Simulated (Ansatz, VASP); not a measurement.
# ZrSi2 in VASP and in Ansatz

```
CELL_PARAMETERS angstrom
1.85220 -7.39448 0.00000
1.85220 7.39448 0.00000
0.00000 0.00000 3.67948
ATOMIC_POSITIONS crystal
Zr 0.89466 0.10534 0.25000
Zr 0.10534 0.89466 0.75000
Si 0.55309 0.44691 0.25000
Si 0.44691 0.55309 0.75000
Si 0.25029 0.74971 0.25000
Si 0.74971 0.25029 0.75000
```

Alike in both runs: functional PBE; k mesh 10 × 10 × 10; occupations gaussian, width 0.1 eV; no spin polarisation.

Ansatz relaxed the structure, and its values are those at the end. VASP's run is a single point on that final structure, the one shown.

|  | VASP | Ansatz |
| --- | --- | --- |
| version | VASP 6.6.1 | Ansatz 0.2.0 |
| potentials or method | VASP PAW PBE potentials, release 64 (Zr_sv, Si), cutoff 520 eV | scalar-relativistic, plane waves, PAW |
| valence electrons in the cell | 40 | 40 |

|  | VASP | Ansatz | Ansatz less VASP |
| --- | --- | --- | --- |
| gap on the k mesh at the Fermi level (eV) | none | none | - |
| pressure (GPa) | 0.0 | 0.0 | -0.02 |
| rms of the force components (eV/Å) | 0.004 | 0.000 | -0.0036 |

A gap of «none» marks a metal or a gap that the smearing closes.
